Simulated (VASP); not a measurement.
# GdN (Fm-3m) in VASP: settings compared

Aim: see how the results for GdN move with the level of theory and the settings. Levels: r2SCAN+D4+U, r2SCAN+U. Tasks: single point.

Everything below comes from runs of VASP 6.6.1. Logs are shortened: lines on timing, memory, paths and dates and some standing lists are left out, and cuts for length are marked.

## (1) The cell of the first run

The structure is cubic, space group Fm-3m (No. 225). The conventional cell has a = 4.905 Å, b = 4.905 Å, c = 4.905 Å, α = 90.00°, β = 90.00°, γ = 90.00°. Within 3.2 Å of Gd (site symmetry m-3m) lie 6 N at 2.45 Å. Within 3.2 Å of N (site symmetry m-3m) lie 6 Gd at 2.45 Å.

## (2) Single point, r2SCAN+D4+U, collinear spin, ferrimagnetic start (volume scaled by 0.96)

The input, POSCAR:

```
GdN
1.0
    0.0000000000      2.4524561799      2.4524561799
    2.4524561799      0.0000000000      2.4524561799
    2.4524561799      2.4524561799      0.0000000000
Gd N
1 1
Direct
    0.5000000000      0.5000000000      0.5000000000
    0.0000000000      0.0000000000      0.0000000000
```

The input, INCAR.step1:

```
SYSTEM = GdN
PREC = Accurate ; ENCUT = 520
ISMEAR = 0 ; SIGMA = 0.05
LREAL = .FALSE. ; LASPH = .TRUE.
NELM = 150 ; ISPIN = 2
MAGMOM = 7.64 -0.18 ; LMAXMIX = 6
LDAU = .TRUE. ; LDAUTYPE = 2
LDAUL = 3 -1 ; LDAUU = 4 0
LDAUJ = 0 0 ; NBANDS = 22
GGA = PE ; ALGO = Normal
EDIFF = 1E-4 ; LWAVE = .TRUE.
LCHARG = .FALSE.
```

The input, INCAR.step2:

```
SYSTEM = GdN
PREC = Accurate ; ENCUT = 520
EDIFF = 1E-6 ; ISMEAR = 0
SIGMA = 0.05 ; LREAL = .FALSE.
LASPH = .TRUE. ; NELM = 150
ALGO = Normal ; ISIF = 2
LWAVE = .FALSE. ; LCHARG = .TRUE.
ISPIN = 2 ; MAGMOM = 7.64 -0.18
LORBIT = 11 ; LMAXMIX = 6
LDAU = .TRUE. ; LDAUTYPE = 2
LDAUL = 3 -1 ; LDAUU = 4 0
LDAUJ = 0 0 ; LDAUPRINT = 1
METAGGA = R2SCAN ; LMIXTAU = .TRUE.
IVDW = 13 ; VDW_S6 = 1.0
VDW_S8 = 0.6018749 ; VDW_A1 = 0.51559235
VDW_A2 = 5.77342911 ; LELF = .TRUE.
LVHAR = .TRUE. ; NBANDS = 22
ISTART = 1
```

The input, KPOINTS:

```
regular mesh
0
G
  8 8 8
  0 0 0
```

Potentials or basis: VASP PAW PBE potentials, release 64 (Gd, N).

Run with:

```sh
$ cat potpaw_PBE.64/Gd/POTCAR potpaw_PBE.64/N/POTCAR > POTCAR
$ cp INCAR.step1 INCAR
$ mpirun -np 1 vasp_std > vasp.out
$ cp INCAR.step2 INCAR
$ mpirun -np 1 vasp_std > vasp.out
```

OUTCAR:

```text
SYSTEM = GdN
   PREC = Accurate
   ENCUT = 520
   EDIFF = 1E-6
   ISMEAR = 0
   LREAL = .FALSE.
   LASPH = .TRUE.
   NELM = 150
   ISIF = 2
   ISPIN = 2
   LORBIT = 11
   METAGGA = R2SCAN
   IVDW = 13
   ISTART = 1

 ion  position               nearest neighbor table
   1  0.500  0.500  0.500-   2 2.45   2 2.45   2 2.45   2 2.45   2 2.45   2 2.45
   2  0.000  0.000  0.000-   1 2.45   1 2.45   1 2.45   1 2.45   1 2.45   1 2.45

  LATTYP: Found a face centered cubic cell.
 ALAT       =     4.9049123598

  Lattice vectors:

 A1 = (   0.0000000000,   2.4524561799,   2.4524561799)
 A2 = (   2.4524561799,   0.0000000000,   2.4524561799)
 A3 = (   2.4524561799,   2.4524561799,   0.0000000000)

Analysis of symmetry for initial positions (statically):
=====================================================================
 Subroutine PRICEL returns:
 Original cell was already a primitive cell.

 Routine SETGRP: Setting up the symmetry group for a
 face centered cubic supercell.

 Subroutine GETGRP returns: Found 48 space group operations
 (whereof 48 operations were pure point group operations)
 out of a pool of 48 trial point group operations.

The static configuration has the point symmetry O_h .

Analysis of symmetry for dynamics (positions and initial velocities):
=====================================================================
 Subroutine PRICEL returns:
 Original cell was already a primitive cell.

 Routine SETGRP: Setting up the symmetry group for a
 face centered cubic supercell.

 Subroutine GETGRP returns: Found 48 space group operations
 (whereof 48 operations were pure point group operations)
 out of a pool of 48 trial point group operations.

The dynamic configuration has the point symmetry O_h .

Analysis of structural, dynamic, and magnetic symmetry:
=====================================================================
 Subroutine PRICEL returns:
 Original cell was already a primitive cell.

 Routine SETGRP: Setting up the symmetry group for a
 face centered cubic supercell.

 Subroutine GETGRP returns: Found 48 space group operations
 (whereof 48 operations were pure point group operations)
 out of a pool of 48 trial point group operations.

The overall configuration has the point symmetry O_h .

 Subroutine INISYM returns: Found 48 space group operations
 (whereof 48 operations are pure point group operations),
 and found     1 'primitive' translations

----------------------------------------------------------------------------------------

                                     Primitive cell

  volume of cell :      29.5008

  direct lattice vectors                    reciprocal lattice vectors
     0.000000000  2.452456180  2.452456180    -0.203877241  0.203877241  0.203877241
     2.452456180  0.000000000  2.452456180     0.203877241 -0.203877241  0.203877241
     2.452456180  2.452456180  0.000000000     0.203877241  0.203877241 -0.203877241

  length of vectors
     3.468296791  3.468296791  3.468296791     0.353125740  0.353125740  0.353125740

  position of ions in fractional coordinates (direct lattice)
     0.500000000  0.500000000  0.500000000
     0.000000000  0.000000000  0.000000000

  ion indices of the primitive-cell ions
   primitive index   ion index
                 1           1
                 2           2

----------------------------------------------------------------------------------------

 KPOINTS: regular mesh

Automatic generation of k-mesh.
 Grid dimensions read from file:
 generate k-points for:    8    8    8

[... 73 lines left out ...]
   PSTRESS=    0.0 pullay stress
   NELECT =      23.0000    total number of electrons
   NUPDOWN=      -1.0000    fix difference up-down
   EMIN   =  10.00;   EMAX   =-10.00  energy-range for DOS
   EFERMI =   0.00;   METHOD = LEGACY
   ISMEAR =     0;   SIGMA  =   0.05  broadening in eV -4-tet -1-fermi 0-gaus
   EFERMI_NEDOS =   21; number of points for ismear=-14 and -15
   IALGO  =     38    algorithm
   IMIX   =      4    mixing-type and parameters
     AMIX     =   0.40;   BMIX     =  1.00
     AMIX_MAG =   1.60;   BMIX_MAG =  1.00
  volume/ion in A,a.u.               =      14.75        99.54
  Fermi-wavevector in a.u.,A,eV,Ry     =   1.506744  2.847334 30.889008  2.270278
  Thomas-Fermi vector in A             =   2.617421
   LORBIT       =     11    0 simple, 1 ext, 2 COOP (PROOUT), +10 PAW based schemes
 LDA+U is selected, type is set to LDAUTYPE =  2
   angular momentum for each species LDAUL =     3   -1
   U (eV)           for each species LDAUU =   4.0  0.0
   J (eV)           for each species LDAUJ =   0.0  0.0
   METAGGA = R2SCAN    functional components
   LHFCALC =     F    Hartree Fock is set to
   AEXX    =    0.0000 exact exchange contribution
   IVDW    =    13    specifies the selected vdW correction
   LEPSILON=     F    determine dielectric tensor
   LRPA    =     F    only Hartree local field effects (RPA)
 spin polarized calculation
 Gauss-broadening in eV      SIGMA  =   0.05
  energy-cutoff  :      520.00
  volume of cell :       29.50
 maximum number of plane-waves:       821
 NGX is ok and might be reduce to    28
   NGX = 13   NGY = 13   NGZ = 13

atom =   1  type =  1  l = 3

 onsite density matrix

spin component  1

  0.9918 -0.0000  0.0012  0.0000 -0.0000  0.0000 -0.0000
 -0.0000  0.9887  0.0000 -0.0000  0.0000  0.0000  0.0000
  0.0012  0.0000  0.9912  0.0000 -0.0000 -0.0000 -0.0000
  0.0000 -0.0000  0.0000  0.9927 -0.0000  0.0000 -0.0000
 -0.0000  0.0000 -0.0000 -0.0000  0.9912  0.0000 -0.0012
  0.0000  0.0000 -0.0000  0.0000  0.0000  0.9903  0.0000
 -0.0000  0.0000 -0.0000 -0.0000 -0.0012  0.0000  0.9918

spin component  2

  0.0089  0.0000  0.0040  0.0000 -0.0000 -0.0000 -0.0000
  0.0000  0.0003 -0.0000  0.0000 -0.0000 -0.0000 -0.0000
  0.0040 -0.0000  0.0069  0.0000 -0.0000  0.0000 -0.0000
  0.0000  0.0000  0.0000  0.0120 -0.0000 -0.0000  0.0000
 -0.0000 -0.0000 -0.0000 -0.0000  0.0069 -0.0000 -0.0040
 -0.0000 -0.0000  0.0000 -0.0000 -0.0000  0.0038 -0.0000
 -0.0000 -0.0000 -0.0000  0.0000 -0.0040 -0.0000  0.0089

 occupancies and eigenvectors

  o =  0.0003  v =  0.0000  0.0000  0.0000  0.0000  0.0000  0.0000  0.0000  0.0000 -1.0000 -0.0000 -0.0000 -0.0000  0.0000 -0.0000      0.0000  0.0000  0.0000  0.0000  0.0000  0.0000  0.0000  0.0000  0.0000  0.0000  0.0000  0.0000  0.0000  0.0000
  o =  0.0038  v =  0.0000  0.0000  0.0000  0.0000  0.0000  0.0000  0.0000 -0.0001 -0.0000  0.0001 -0.0000 -0.0002 -1.0000 -0.0002      0.0000  0.0000  0.0000  0.0000  0.0000  0.0000  0.0000  0.0000  0.0000  0.0000  0.0000  0.0000  0.0000  0.0000
  o =  0.0038  v =  0.0000  0.0000  0.0000  0.0000  0.0000  0.0000  0.0000  0.6124  0.0000 -0.7906  0.0000 -0.0010 -0.0002 -0.0008      0.0000  0.0000  0.0000  0.0000  0.0000  0.0000  0.0000  0.0000  0.0000  0.0000  0.0000  0.0000  0.0000  0.0000
  o =  0.0038  v =  0.0000  0.0000  0.0000  0.0000  0.0000  0.0000  0.0000  0.0008  0.0000 -0.0010  0.0000  0.7906 -0.0003  0.6124      0.0000  0.0000  0.0000  0.0000  0.0000  0.0000  0.0000  0.0000  0.0000  0.0000  0.0000  0.0000  0.0000  0.0000
  o =  0.0120  v =  0.0000  0.0000  0.0000  0.0000  0.0000  0.0000  0.0000  0.7906 -0.0000  0.6124 -0.0016 -0.0002  0.0000  0.0003      0.0000  0.0000  0.0000  0.0000  0.0000  0.0000  0.0000  0.0000  0.0000  0.0000  0.0000  0.0000  0.0000  0.0000
  o =  0.0120  v =  0.0000  0.0000  0.0000  0.0000  0.0000  0.0000  0.0000  0.0003  0.0000  0.0002 -0.0004  0.6124 -0.0000 -0.7906      0.0000  0.0000  0.0000  0.0000  0.0000  0.0000  0.0000  0.0000  0.0000  0.0000  0.0000  0.0000  0.0000  0.0000
  o =  0.0120  v =  0.0000  0.0000  0.0000  0.0000  0.0000  0.0000  0.0000  0.0013 -0.0000  0.0010  1.0000  0.0003 -0.0000 -0.0003      0.0000  0.0000  0.0000  0.0000  0.0000  0.0000  0.0000  0.0000  0.0000  0.0000  0.0000  0.0000  0.0000  0.0000
  o =  0.9887  v =  0.0000  1.0000  0.0000  0.0000  0.0000  0.0000  0.0000  0.0000  0.0000  0.0000  0.0000  0.0000  0.0000  0.0000      0.0000  0.0000  0.0000  0.0000  0.0000  0.0000  0.0000  0.0000  0.0000  0.0000  0.0000  0.0000  0.0000  0.0000
  o =  0.9903  v =  0.0000 -0.0000  0.0000  0.0000  0.7903 -0.0236  0.6122  0.0000  0.0000  0.0000  0.0000  0.0000  0.0000  0.0000      0.0000  0.0000  0.0000  0.0000  0.0000  0.0000  0.0000  0.0000  0.0000  0.0000  0.0000  0.0000  0.0000  0.0000
  o =  0.9903  v =  0.6124  0.0000 -0.7906 -0.0000  0.0000 -0.0000  0.0000  0.0000  0.0000  0.0000  0.0000  0.0000  0.0000  0.0000      0.0000  0.0000  0.0000  0.0000  0.0000  0.0000  0.0000  0.0000  0.0000  0.0000  0.0000  0.0000  0.0000  0.0000
  o =  0.9903  v =  0.0000 -0.0000  0.0000 -0.0000  0.0187  0.9997  0.0145  0.0000  0.0000  0.0000  0.0000  0.0000  0.0000  0.0000      0.0000  0.0000  0.0000  0.0000  0.0000  0.0000  0.0000  0.0000  0.0000  0.0000  0.0000  0.0000  0.0000  0.0000
  o =  0.9927  v =  0.0000 -0.0000 -0.0000  0.0188  0.6123  0.0000 -0.7904  0.0000  0.0000  0.0000  0.0000  0.0000  0.0000  0.0000      0.0000  0.0000  0.0000  0.0000  0.0000  0.0000  0.0000  0.0000  0.0000  0.0000  0.0000  0.0000  0.0000  0.0000
  o =  0.9927  v = -0.7906  0.0000 -0.6124 -0.0000  0.0000 -0.0000  0.0000  0.0000  0.0000  0.0000  0.0000  0.0000  0.0000  0.0000      0.0000  0.0000  0.0000  0.0000  0.0000  0.0000  0.0000  0.0000  0.0000  0.0000  0.0000  0.0000  0.0000  0.0000
  o =  0.9927  v =  0.0000  0.0000  0.0000 -0.9998  0.0115 -0.0000 -0.0148  0.0000  0.0000  0.0000  0.0000  0.0000  0.0000  0.0000      0.0000  0.0000  0.0000  0.0000  0.0000  0.0000  0.0000  0.0000  0.0000  0.0000  0.0000  0.0000  0.0000  0.0000

 number of electron      22.9999999 magnetization       6.9999999

 Free energy of the ion-electron system (eV)
  ---------------------------------------------------
  ext. energy  EPLUGINS =         0.00000000
  ---------------------------------------------------
  free energy    TOTEN  =       -53.56737232 eV

  energy without entropy =      -53.56736520  energy(sigma->0) =      -53.56736876

 E-fermi :   4.0138     XC(G=0): -12.5249

 val. band max:        3.9076843613   @ k =   0.1250   0.1250   0.0000
 cond. band min:       4.1122004020   @ k =   0.3750   0.3750   0.0000
 fundamental gap:      0.2045160407
 Fermi energy:         4.0138255753

 spin component 1

 k-point     1 :       0.0000    0.0000    0.0000
  band No.  band energies     occupation
      1     -41.1586      1.00000
      2     -17.4351      1.00000
      3     -17.4350      1.00000
      4     -17.4350      1.00000
      5      -9.8087      1.00000
      6      -1.6109      1.00000
[... 1193 lines left out ...]
     21      17.3348      0.00000
     22      18.7278      0.00000

 [... further k-points ...]

------------------------ aborting loop because EDIFF is reached ----------------------------------------

  DFT-D4 for vdW energy calculation

  Edisp (eV):   -0.25689

  FORCE on cell =-STRESS in cart. coord.  units (eV):
  Direction    XX          YY          ZZ          XY          YZ          ZX
  --------------------------------------------------------------------------------------
  -------------------------------------------------------------------------------------
  Total       1.36632     1.36632     1.36632     0.00000     0.00000     0.00000
  in kB      74.20438    74.20438    74.20438     0.00000     0.00000     0.00000
  external pressure =       74.20 kB  Pullay stress =        0.00 kB

 VOLUME and BASIS-vectors are now :
 -----------------------------------------------------------------------------
  energy-cutoff  :      520.00
  volume of cell :       29.50
      direct lattice vectors                 reciprocal lattice vectors
     0.000000000  2.452456180  2.452456180    -0.203877241  0.203877241  0.203877241
     2.452456180  0.000000000  2.452456180     0.203877241 -0.203877241  0.203877241
     2.452456180  2.452456180  0.000000000     0.203877241  0.203877241 -0.203877241

 POSITION                                       TOTAL-FORCE (eV/Angst)
 -----------------------------------------------------------------------------------
      2.45246      2.45246      2.45246        -0.000000     -0.000000     -0.000000
      0.00000      0.00000      0.00000         0.000000      0.000000      0.000000
 -----------------------------------------------------------------------------------
    total drift:                                0.000000      0.000000      0.000000

  FREE ENERGIE OF THE ION-ELECTRON SYSTEM (eV)
  ---------------------------------------------------
  free  energy   TOTEN  =       -53.8242656141 eV

  energy  without entropy=      -53.8242584912  energy(sigma->0) =      -53.82426205

 total charge

# of ion       s       p       d       f       tot
--------------------------------------------------
    1        2.043   5.707   0.549   6.978  15.276
    2        1.257   2.447   0.000   0.000   3.704
--------------------------------------------------
tot          3.299   8.154   0.549   6.978  18.981

 magnetization (x)

# of ion       s       p       d       f       tot
--------------------------------------------------
    1       -0.011  -0.132   0.082   6.885   6.824
    2       -0.013  -0.125   0.000   0.000  -0.137
--------------------------------------------------
tot         -0.023  -0.256   0.082   6.885   6.687
```

Wall time 3.1 min (1 thread of Intel Xeon Platinum 8488C (Sapphire Rapids), shared host); peak memory 0.21 GiB.

Results:

| Quantity | Value |
| --- | --- |
| Free energy | -53.8243 eV |
| Pressure | 7.4 GPa |
| Band gap on the k mesh | zero (filled and empty bands overlap) |
| Net moment | 7.00 μB per cell |
| Site moments | Gd +6.82; N -0.14 μB |
| Valence electrons inside the program's atomic spheres | Gd 15.28; N 3.70 |
| Dispersion energy per atom | -0.128 eV |

Eigenvalues of the final occupation matrices:
| site | spin | trace | eigenvalues |
| --- | --- | --- | --- |
| site 1 f | 1 | 6.94 | 0.99 0.99 0.99 0.99 0.99 0.99 0.99 |
| site 1 f | 2 | 0.05 | 0.00 0.00 0.00 0.00 0.01 0.01 0.01 |

Caveat: the PAW data sets were made with another functional, which shifts forces and pressure a little; spin-orbit coupling is left out, which moves the levels of the heavy elements; a cell with one magnetic atom can't hold antiferromagnetic order, which such compounds often take; pairwise dispersion overbinds metals, which lowers pressure and volume.

## (3) Single point, r2SCAN+U, collinear spin, ferrimagnetic start (volume scaled by 0.96)

The input, POSCAR:

```
GdN
1.0
    0.0000000000      2.4590393910      2.4590393910
    2.4590393910      0.0000000000      2.4590393910
    2.4590393910      2.4590393910      0.0000000000
Gd N
1 1
Direct
    0.5000000000      0.5000000000      0.5000000000
    0.0000000000      0.0000000000      0.0000000000
```

The input, INCAR.step1:

```
SYSTEM = GdN
PREC     = Accurate       ! precision mode
ENCUT    = 520            ! plane-wave cutoff, eV
ISMEAR   = 0              ! smearing method
SIGMA    = 0.05           ! smearing width, eV
LREAL    = .False.        ! projectors in reciprocal space
LASPH    = .True.         ! aspherical terms in the spheres
NELM     = 150            ! most SCF steps
ISPIN    = 2              ! spin polarisation
MAGMOM   = 7.64 -0.18     ! initial moments
LMAXMIX  = 6              ! l up to which the mixer works
LDAU     = .True.         ! DFT+U
LDAUTYPE = 2            
LDAUL    = 3 -1           ! shell
LDAUU    = 4 0            ! U, eV
LDAUJ    = 0 0          
NBANDS   = 22             ! bands
GGA      = PE             ! functional
ALGO     = Normal         ! electronic algorithm
EDIFF    = 1E-4           ! SCF threshold, eV
LWAVE    = .True.         ! write WAVECAR
LCHARG   = .False.        ! write CHGCAR
```

The input, INCAR.step2:

```
SYSTEM = GdN
PREC     = Accurate       ! precision mode
ENCUT    = 520            ! plane-wave cutoff, eV
EDIFF    = 1E-6           ! SCF threshold, eV
ISMEAR   = 0              ! smearing method
SIGMA    = 0.05           ! smearing width, eV
LREAL    = .False.        ! projectors in reciprocal space
LASPH    = .True.         ! aspherical terms in the spheres
NELM     = 150            ! most SCF steps
ALGO     = Normal         ! electronic algorithm
ISIF     = 2              ! what is computed and relaxed
LWAVE    = .False.        ! write WAVECAR
LCHARG   = .False.        ! write CHGCAR
ISPIN    = 2              ! spin polarisation
MAGMOM   = 7.64 -0.18     ! initial moments
LORBIT   = 11             ! projections on sites
LMAXMIX  = 6              ! l up to which the mixer works
LDAU     = .True.         ! DFT+U
LDAUTYPE = 2            
LDAUL    = 3 -1           ! shell
LDAUU    = 4 0            ! U, eV
LDAUJ    = 0 0          
LDAUPRINT= 1            
METAGGA  = R2SCAN         ! meta-GGA
LMIXTAU  = .True.       
NBANDS   = 22             ! bands
ISTART   = 1
```

The input, KPOINTS:

```
regular mesh
0
Gamma
  8 8 8
  0 0 0
```

Potentials or basis: VASP PAW PBE potentials, release 64 (Gd, N).

Run with:

```sh
$ cat potpaw_PBE.64/Gd/POTCAR potpaw_PBE.64/N/POTCAR > POTCAR
$ cp INCAR.step1 INCAR
$ mpirun -np 1 vasp_std > vasp.out
$ cp INCAR.step2 INCAR
$ mpirun -np 1 vasp_std > vasp.out
```

It took 3.1 min on 1 thread of Intel Xeon Platinum 8488C (Sapphire Rapids), shared host; peak memory 0.21 GiB.

It converged, with:

* Free energy: -53.5799 eV
* Pressure: 7.4 GPa
* Band gap on the k mesh: zero (filled and empty bands overlap)
* Net moment: 7.00 μB per cell
* Site moments: Gd +6.82; N -0.14 μB
* Valence electrons inside the program's atomic spheres: Gd 15.27; N 3.70

Levels at points of the mesh, in eV from the Fermi level:
Spin up:
```csv
k point,band 13,band 14,band 15,band 16,band 17,band 18
"(0.00, 0.00, 0.00)",0.24,0.24,0.24,2.88,2.88,2.88
"(0.50, 0.00, 0.00)",-4.46,-2.67,-2.67,5.83,6.49,6.49
"(0.50, 0.50, 0.00)",-1.32,-0.22,-0.17,-0.17,7.08,7.45
```
Spin down:
```csv
k point,band 6,band 7,band 8,band 9,band 10,band 11
"(0.00, 0.00, 0.00)",-0.57,-0.57,-0.57,3.84,3.84,3.84
"(0.50, 0.00, 0.00)",-4.14,-2.60,-2.60,4.94,5.32,5.32
"(0.50, 0.50, 0.00)",-0.93,-0.55,-0.55,0.55,5.44,5.44
```

Eigenvalues of the final occupation matrices:
```tsv
site	spin	trace	eigenvalues
site 1 f	1	6.94	0.99 0.99 0.99 0.99 0.99 0.99 0.99
site 1 f	2	0.05	0.00 0.00 0.00 0.00 0.01 0.01 0.01
```

Caveat: the PAW data sets were made with another functional, which shifts forces and pressure a little; spin-orbit coupling is left out, which moves the levels of the heavy elements; a cell with one magnetic atom can't hold antiferromagnetic order, which such compounds often take.
